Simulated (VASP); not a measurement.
Input of a VASP 6.6.1 run:

The input INCAR:

```
SYSTEM = Be
PREC     = Accurate       ! precision mode
ENCUT    = 600            ! plane-wave cutoff, eV
EDIFF    = 1E-6           ! SCF threshold, eV
ISMEAR   = 1              ! smearing method
SIGMA    = 0.1            ! smearing width, eV
LREAL    = .False.        ! projectors in reciprocal space
LASPH    = .True.         ! aspherical terms in the spheres
NELM     = 60             ! most SCF steps
ALGO     = Normal         ! electronic algorithm
ISIF     = 3              ! what is computed and relaxed
LWAVE    = .False.        ! write WAVECAR
LCHARG   = .False.        ! write CHGCAR
GGA      = CA             ! functional
IBRION   = 2              ! ionic algorithm
NSW      = 80             ! ionic steps
EDIFFG   = -0.03          ! ionic threshold
```

Contents of KPOINTS:

```
Automatic mesh
0
Gamma
  11 11 6
  0 0 0
```

Contents of POSCAR:

```
Be
1.0
    2.2853000000      0.0000000000      0.0000000000
   -1.1426500000      1.9791278553      0.0000000000
    0.0000000000      0.0000000000      3.5842000000
Be
2
Direct
    0.3333333333      0.6666666667      0.2500000000
    0.6666666667      0.3333333333      0.7500000000
```

Potentials or basis: VASP PAW LDA potentials, release 64 (Be).

Launch:

```bash
$ cat potpaw_LDA.64/Be/POTCAR > POTCAR
$ mpirun -np 1 vasp_std > vasp.out
```

Task: Estimate the relaxed volume.

Result: 7.56 Å³/atom.

Task: What does it give for the band gap on the k mesh?

Result: Zero (band 2 reaches 7.76 eV, above the bottom of band 3 at 7.36 eV).

Task: What does it give for the relaxed cell?

Result: a = 2.229 Å, b = 2.229 Å, c = 3.514 Å, α = 90.00°, β = 90.00°, γ = 120.00°.

Final structure:
```cif
data_structure
_symmetry_space_group_name_H-M 'P 1'
_symmetry_Int_Tables_number 1
_cell_length_a 2.2294
_cell_length_b 2.2294
_cell_length_c 3.5138
_cell_angle_alpha 90.000
_cell_angle_beta 90.000
_cell_angle_gamma 120.000
_cell_volume 15.13
loop_
_atom_site_label
_atom_site_type_symbol
_atom_site_fract_x
_atom_site_fract_y
_atom_site_fract_z
_atom_site_occupancy
Be1 Be 0.33333 0.66667 0.25000 1
Be2 Be 0.66667 0.33333 0.75000 1
```

LDA usually gives volumes a few per cent too small. Zero-point motion and thermal expansion aren't in these numbers.
